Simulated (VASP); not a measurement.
# InSb3 (Pm-3m) in VASP: a series of runs

Runs on InSb3. Level: PBEsol. Tasks: single point.

Everything below comes from runs of VASP 6.6.1. Logs are shortened: lines on timing, memory, paths and dates and some standing lists are left out, and cuts for length are marked.

### Step 1. The cell of the first run

Symmetry: Pm-3m, No. 221, cubic system. Conventional cell: a = 4.758 Å, b = 4.758 Å, c = 4.758 Å, α = 90.00°, β = 90.00°, γ = 90.00°. Sb (site symmetry 4/mmm) has 8 Sb at 3.36 Å and 4 In at 3.36 Å within 4.4 Å. Within 4.4 Å of In (site symmetry m-3m) lie 12 Sb at 3.36 Å.

### Step 2. Single point, PBEsol

Contents of INCAR:

```
ALGO = Normal
EDIFF = 1E-7
ENCUT = 520
GGA = PS
ISIF = 2
ISMEAR = 0
LASPH = T
LCHARG = T
LELF = T
LREAL = F
LVHAR = T
LWAVE = F
NBANDS = 22
NELM = 60
PREC = Accurate
SIGMA = 0.02
```

Contents of KPOINTS:

```
k-points
0
Gamma
  8 8 8
```

Contents of POSCAR:

```
InSb3
1.0
    4.7578145189      0.0000000000      0.0000000000
    0.0000000000      4.7578145189      0.0000000000
    0.0000000000      0.0000000000      4.7578145189
Sb In
3 1
Direct
    0.5000000000      0.5000000000      0.0000000000
    0.0000000000      0.5000000000      0.5000000000
    0.5000000000      0.0000000000      0.5000000000
    0.0000000000      0.0000000000      0.0000000000
```

Potentials or basis: VASP PAW PBE potentials, release 64 (Sb, In_d).

Command:

```
cat potpaw_PBE.64/Sb/POTCAR potpaw_PBE.64/In_d/POTCAR > POTCAR
mpirun -np 1 vasp_std > vasp.out
```

OUTCAR:

```text
EDIFF = 1E-7
   ENCUT = 520
   GGA = PS
   ISIF = 2
   ISMEAR = 0
   LASPH = T
   LREAL = F
   NELM = 60
   PREC = Accurate

 ion  position               nearest neighbor table
   1  0.500  0.500  0.000-   2 3.36   3 3.36   4 3.36   2 3.36   3 3.36   3 3.36   4 3.36   3 3.36
                             2 3.36   4 3.36   2 3.36   4 3.36
   2  0.000  0.500  0.500-   1 3.36   3 3.36   4 3.36   1 3.36   4 3.36   3 3.36   4 3.36   4 3.36
                             1 3.36   3 3.36   1 3.36   3 3.36
   3  0.500  0.000  0.500-   1 3.36   2 3.36   4 3.36   1 3.36   4 3.36   1 3.36   2 3.36   1 3.36
                             2 3.36   4 3.36   4 3.36   2 3.36
   4  0.000  0.000  0.000-   1 3.36   2 3.36   3 3.36   2 3.36   3 3.36   1 3.36   2 3.36   2 3.36
                             1 3.36   3 3.36   3 3.36   1 3.36

  LATTYP: Found a simple cubic cell.
 ALAT       =     4.7578145189

  Lattice vectors:

 A1 = (   4.7578145189,   0.0000000000,   0.0000000000)
 A2 = (   0.0000000000,   4.7578145189,   0.0000000000)
 A3 = (   0.0000000000,   0.0000000000,   4.7578145189)

Analysis of symmetry for initial positions (statically):
=====================================================================
 Subroutine PRICEL returns:
 Original cell was already a primitive cell.

 Routine SETGRP: Setting up the symmetry group for a
 simple cubic supercell.

 Subroutine GETGRP returns: Found 48 space group operations
 (whereof 48 operations were pure point group operations)
 out of a pool of 48 trial point group operations.

The static configuration has the point symmetry O_h .

Analysis of symmetry for dynamics (positions and initial velocities):
=====================================================================
 Subroutine PRICEL returns:
 Original cell was already a primitive cell.

 Routine SETGRP: Setting up the symmetry group for a
 simple cubic supercell.

 Subroutine GETGRP returns: Found 48 space group operations
 (whereof 48 operations were pure point group operations)
 out of a pool of 48 trial point group operations.

The dynamic configuration has the point symmetry O_h .

 Subroutine INISYM returns: Found 48 space group operations
 (whereof 48 operations are pure point group operations),
 and found     1 'primitive' translations

----------------------------------------------------------------------------------------

                                     Primitive cell

  volume of cell :     107.7017

  direct lattice vectors                    reciprocal lattice vectors
     4.757814519  0.000000000  0.000000000     0.210180535  0.000000000  0.000000000
     0.000000000  4.757814519  0.000000000     0.000000000  0.210180535  0.000000000
     0.000000000  0.000000000  4.757814519     0.000000000  0.000000000  0.210180535

  length of vectors
     4.757814519  4.757814519  4.757814519     0.210180535  0.210180535  0.210180535

  position of ions in fractional coordinates (direct lattice)
     0.500000000  0.500000000  0.000000000
     0.000000000  0.500000000  0.500000000
     0.500000000  0.000000000  0.500000000
     0.000000000  0.000000000  0.000000000

  ion indices of the primitive-cell ions
   primitive index   ion index
                 1           1
                 2           2
                 3           3
                 4           4

----------------------------------------------------------------------------------------

 KPOINTS: k-points

Automatic generation of k-mesh.
 Grid dimensions read from file:
 generate k-points for:    8    8    8

 Generating k-lattice:

  Cartesian coordinates                     Fractional coordinates (reciprocal lattice)
     0.026272567  0.000000000  0.000000000     0.125000000  0.000000000  0.000000000
     0.000000000  0.026272567  0.000000000     0.000000000  0.125000000  0.000000000
     0.000000000  0.000000000  0.026272567     0.000000000  0.000000000  0.125000000

  Length of vectors
     0.026272567  0.026272567  0.026272567

  Shift w.r.t. Gamma in fractional coordinates (k-lattice)
     0.000000000  0.000000000  0.000000000

 Subroutine IBZKPT returns following result:
 ===========================================

 Found     35 irreducible k-points:

 Following reciprocal coordinates:
            Coordinates               Weight
  0.000000  0.000000  0.000000      1.000000
  0.125000  0.000000  0.000000      6.000000
  0.250000  0.000000  0.000000      6.000000
  0.375000  0.000000  0.000000      6.000000
  0.500000  0.000000  0.000000      3.000000
  0.125000  0.125000  0.000000     12.000000
[... 16 lines left out ...]
  0.375000  0.375000  0.125000     24.000000
  0.500000  0.375000  0.125000     24.000000
 [... further k-points ...]
   k-points           NKPTS =     35   k-points in BZ     NKDIM =     35   number of bands    NBANDS=     22
   number of dos      NEDOS =    301   number of ions     NIONS =      4
   total plane-waves  NPLWV =  46656
   dimension x,y,z NGX =    36 NGY =   36 NGZ =   36
   dimension x,y,z NGXF=    72 NGYF=   72 NGZF=   72
   ions per type =               3   1
   NGX,Y,Z   is equivalent  to a cutoff of  12.58, 12.58, 12.58 a.u.
   NGXF,Y,Z  is equivalent  to a cutoff of  25.16, 25.16, 25.16 a.u.
 SYSTEM =  unknown system
   PREC   = accura    normal or accurate (medium, high low for compatibility)
   ISTART =      0    job   : 0-new  1-cont  2-samecut
   ICHARG =      2    charge: 1-file 2-atom 10-const
   ISPIN  =      1    spin polarized calculation?
   LNONCOLLINEAR =      F non collinear calculations
   LSORBIT =      F    spin-orbit coupling
   LASPH  =      T    aspherical Exc in radial PAW
   ENCUT  =  520.0 eV  38.22 Ry    6.18 a.u.   8.85  8.85  8.85*2*pi/ulx,y,z
   NELM   =     60;   NELMIN=  2; NELMDL= -5     # of ELM steps
   EDIFF  = 0.1E-06   stopping-criterion for ELM
   LREAL  =      F    real-space projection
   EDIFFG = 0.1E-05   stopping-criterion for IOM
   NSW    =      0    number of steps for IOM
   IBRION =     -1    ionic relax: 0-MD 1-quasi-New 2-CG
   NFREE  =      0    steps in history (QN), initial steepest desc. (CG)
   ISIF   =      2    stress and relaxation
   ISYM   =      2    0-nonsym 1-usesym 2-fastsym
   POTIM  = 0.5000    time-step for ionic-motion
   TEBEG  =    0.0;   TEEND  =   0.0 temperature during run
   PSTRESS=    0.0 pullay stress
   NELECT =      28.0000    total number of electrons
   NUPDOWN=      -1.0000    fix difference up-down
   EMIN   =  10.00;   EMAX   =-10.00  energy-range for DOS
   EFERMI =   0.00;   METHOD = LEGACY
   ISMEAR =     0;   SIGMA  =   0.02  broadening in eV -4-tet -1-fermi 0-gaus
   EFERMI_NEDOS =   21; number of points for ismear=-14 and -15
   IALGO  =     38    algorithm
   IMIX   =      4    mixing-type and parameters
     AMIX     =   0.40;   BMIX     =  1.00
     AMIX_MAG =   1.60;   BMIX_MAG =  1.00
  volume/ion in A,a.u.               =      26.93       181.70
  Fermi-wavevector in a.u.,A,eV,Ry     =   1.044849  1.974477 14.853595  1.091708
  Thomas-Fermi vector in A             =   2.179619
   LORBIT       =      0    0 simple, 1 ext, 2 COOP (PROOUT), +10 PAW based schemes
   GGA     = PS    functional components
   LHFCALC =     F    Hartree Fock is set to
   AEXX    =    0.0000 exact exchange contribution
   IVDW    =     0    specifies the selected vdW correction
   LEPSILON=     F    determine dielectric tensor
   LRPA    =     F    only Hartree local field effects (RPA)
 non-spin polarized calculation
 Gauss-broadening in eV      SIGMA  =   0.02
  energy-cutoff  :      520.00
  volume of cell :      107.70
 maximum number of plane-waves:      2945
 NGX is ok and might be reduce to    36
   NGX = 17   NGY = 17   NGZ = 17

 number of electron      28.0000020 magnetization

 Free energy of the ion-electron system (eV)
  ---------------------------------------------------
  ext. energy  EPLUGINS =         0.00000000
  ---------------------------------------------------
  free energy    TOTEN  =       -16.04708266 eV

  energy without entropy =      -16.04582280  energy(sigma->0) =      -16.04645273

 E-fermi :   8.0618     XC(G=0): -10.3127

 val. band max:        8.0573228299   @ k =   0.5000   0.3750   0.0000
 cond. band min:       8.0634868643   @ k =   0.5000   0.3750   0.1250
 fundamental gap:      0.0061640343
 Fermi energy:         8.0617550470

 k-point     1 :       0.0000    0.0000    0.0000
  band No.  band energies     occupation
      1      -6.3903      2.00000
      2      -6.3903      2.00000
      3      -6.3712      2.00000
      4      -6.3712      2.00000
      5      -6.3712      2.00000
      6      -4.3393      2.00000
[... 14 lines left out ...]
     21      13.0437      0.00000
     22      13.2519      0.00000

 k-point     2 :       0.1250    0.0000    0.0000
  band No.  band energies     occupation
      1      -6.3893      2.00000
      2      -6.3875      2.00000
      3      -6.3732      2.00000
      4      -6.3732      2.00000
      5      -6.3711      2.00000
      6      -4.2411      2.00000
[... 14 lines left out ...]
     21      13.3996      0.00000
     22      13.6754      0.00000

 k-point     3 :       0.2500    0.0000    0.0000
  band No.  band energies     occupation
      1      -6.3869      2.00000
      2      -6.3812      2.00000
      3      -6.3779      2.00000
      4      -6.3779      2.00000
      5      -6.3710      2.00000
      6      -3.9508      2.00000
[... 14 lines left out ...]
     21      13.4756      0.00000
     22      13.5487      0.00000
[... 476 lines left out ...]
 k-point    23 :       0.3750    0.3750    0.1250
  band No.  band energies     occupation
      1      -6.4069      2.00000
      2      -6.3857      2.00000
      3      -6.3852      2.00000
      4      -6.3728      2.00000
      5      -6.3597      2.00000
      6      -2.5553      2.00000
[... 14 lines left out ...]
     21      14.0426      0.00000
     22      14.6802      0.00000

 k-point    24 :       0.5000    0.3750    0.1250
  band No.  band energies     occupation
      1      -6.4108      2.00000
      2      -6.3875      2.00000
      3      -6.3852      2.00000
      4      -6.3719      2.00000
      5      -6.3568      2.00000
      6      -2.1454      2.00000
[... 14 lines left out ...]
     21      13.2253      0.00000
     22      15.6514      0.00000

 [... further k-points ...]
[... 5 lines left out ...]
  --------------------------------------------------------------------------------------
  -------------------------------------------------------------------------------------
  Total       -0.6596956     -0.6596956     -0.6596956     -0.0000000     -0.0000000      0.0000000
  in kB       -9.8136741     -9.8136741     -9.8136741     -0.0000000     -0.0000000      0.0000000
  external PRESSURE =      -9.8136741 kB  Pullay stress =       0.0000000 kB

 VOLUME and BASIS-vectors are now :
 -----------------------------------------------------------------------------
  energy-cutoff  :      520.00
  volume of cell :      107.70
      direct lattice vectors                 reciprocal lattice vectors
     4.757814519  0.000000000  0.000000000     0.210180535  0.000000000  0.000000000
     0.000000000  4.757814519  0.000000000     0.000000000  0.210180535  0.000000000
     0.000000000  0.000000000  4.757814519     0.000000000  0.000000000  0.210180535

 POSITION                                       TOTAL-FORCE (eV/Angst)
 -----------------------------------------------------------------------------------
      2.37891      2.37891      0.00000         0.000000      0.000000      0.000000
      0.00000      2.37891      2.37891         0.000000      0.000000      0.000000
      2.37891      0.00000      2.37891         0.000000      0.000000      0.000000
      0.00000      0.00000      0.00000         0.000000      0.000000      0.000000
 -----------------------------------------------------------------------------------
    total drift:                                0.000000     -0.000000     -0.000000

  FREE ENERGIE OF THE ION-ELECTRON SYSTEM (eV)
  ---------------------------------------------------
  free  energy   TOTEN  =       -16.0470826583 eV

  energy  without entropy=      -16.0458227979  energy(sigma->0) =      -16.04645273
```

It took 34 s on 1 thread of Intel Xeon 6975P-C (Granite Rapids), shared host; peak memory 0.25 GiB.

Results:

```yaml
Free_energy: -16.0471 eV
Pressure: -1.0 GPa
Band_gap_on_the_k_mesh: zero (band 14 reaches 11.70 eV, above the bottom of band 15 at 6.91 eV)
```

Caveat: the PAW data sets were made with another functional, which shifts forces and pressure a little; spin-orbit coupling is left out, which moves the levels of the heavy elements.

### Step 3. Single point, PBEsol

This run uses another cell than the first one, of 27.76 Å³/atom, 1.031 times its volume.

Contents of INCAR:

```
SYSTEM = InSb3
PREC     = Accurate       ! precision mode
ENCUT    = 520            ! plane-wave cutoff, eV
EDIFF    = 1E-6           ! SCF threshold, eV
ISMEAR   = 0              ! smearing method
SIGMA    = 0.02           ! smearing width, eV
LREAL    = .False.        ! projectors in reciprocal space
LASPH    = .True.         ! aspherical terms in the spheres
NELM     = 100            ! most SCF steps
ALGO     = Normal         ! electronic algorithm
ISIF     = 2              ! what is computed and relaxed
LWAVE    = .False.        ! write WAVECAR
LCHARG   = .True.         ! write CHGCAR
GGA      = PS             ! functional
LELF     = .True.         ! ELF
LVHAR    = .True.       
NBANDS   = 22             ! bands
```

Contents of KPOINTS:

```
Automatic mesh
0
Gamma
  8 8 8
  0 0 0
```

Contents of POSCAR:

```
InSb3
1.0
    4.8063670000      0.0000000000      0.0000000000
    0.0000000000      4.8063670000      0.0000000000
    0.0000000000      0.0000000000      4.8063670000
Sb In
3 1
Direct
    0.5000000000      0.5000000000      0.0000000000
    0.0000000000      0.5000000000      0.5000000000
    0.5000000000      0.0000000000      0.5000000000
    0.0000000000      0.0000000000      0.0000000000
```

Potentials or basis: VASP PAW PBE potentials, release 64 (Sb, In_d).

Command:

```
cat potpaw_PBE.64/Sb/POTCAR potpaw_PBE.64/In_d/POTCAR > POTCAR
mpirun -np 1 vasp_std > vasp.out
```

OUTCAR:

```text
SYSTEM = InSb3
   PREC = Accurate
   ENCUT = 520
   EDIFF = 1E-6
   ISMEAR = 0
   LREAL = .False.
   LASPH = .True.
   NELM = 100
   ISIF = 2
   GGA = PS

 ion  position               nearest neighbor table
   1  0.500  0.500  0.000-   2 3.40   3 3.40   4 3.40   2 3.40   3 3.40   3 3.40   4 3.40   3 3.40
                             2 3.40   4 3.40   2 3.40   4 3.40
   2  0.000  0.500  0.500-   1 3.40   3 3.40   4 3.40   1 3.40   4 3.40   3 3.40   4 3.40   4 3.40
                             1 3.40   3 3.40   1 3.40   3 3.40
   3  0.500  0.000  0.500-   1 3.40   2 3.40   4 3.40   1 3.40   4 3.40   1 3.40   2 3.40   1 3.40
                             2 3.40   4 3.40   4 3.40   2 3.40
   4  0.000  0.000  0.000-   1 3.40   2 3.40   3 3.40   2 3.40   3 3.40   1 3.40   2 3.40   2 3.40
[... 805 lines left out ...]
  Total       -1.7541832     -1.7541832     -1.7541832     -0.0000000     -0.0000000      0.0000000
  in kB      -25.3124829    -25.3124829    -25.3124829     -0.0000000     -0.0000000      0.0000000
  external PRESSURE =     -25.3124829 kB  Pullay stress =       0.0000000 kB

 VOLUME and BASIS-vectors are now :
 -----------------------------------------------------------------------------
  energy-cutoff  :      520.00
  volume of cell :      111.03
      direct lattice vectors                 reciprocal lattice vectors
     4.806367000  0.000000000  0.000000000     0.208057354  0.000000000  0.000000000
     0.000000000  4.806367000  0.000000000     0.000000000  0.208057354  0.000000000
     0.000000000  0.000000000  4.806367000     0.000000000  0.000000000  0.208057354

 POSITION                                       TOTAL-FORCE (eV/Angst)
 -----------------------------------------------------------------------------------
      2.40318      2.40318      0.00000         0.000000      0.000000      0.000000
      0.00000      2.40318      2.40318         0.000000      0.000000      0.000000
      2.40318      0.00000      2.40318         0.000000      0.000000      0.000000
      0.00000      0.00000      0.00000         0.000000      0.000000      0.000000
 -----------------------------------------------------------------------------------
    total drift:                               -0.000000     -0.000000     -0.000000

  FREE ENERGIE OF THE ION-ELECTRON SYSTEM (eV)
  ---------------------------------------------------
  free  energy   TOTEN  =       -16.0104683487 eV

  energy  without entropy=      -16.0095481790  energy(sigma->0) =      -16.01000826
```

It took 30 s on 1 thread of Intel Xeon 6975P-C (Granite Rapids), shared host; peak memory 0.25 GiB.

What came out:

```
Free energy            : -16.0105 eV
Pressure               : -2.5 GPa
Band gap on the k mesh : zero (band 14 reaches 11.18 eV, above the bottom of band 15 at 6.58 eV)
```

Caveat: the PAW data sets were made with another functional, which shifts forces and pressure a little; spin-orbit coupling is left out, which moves the levels of the heavy elements.
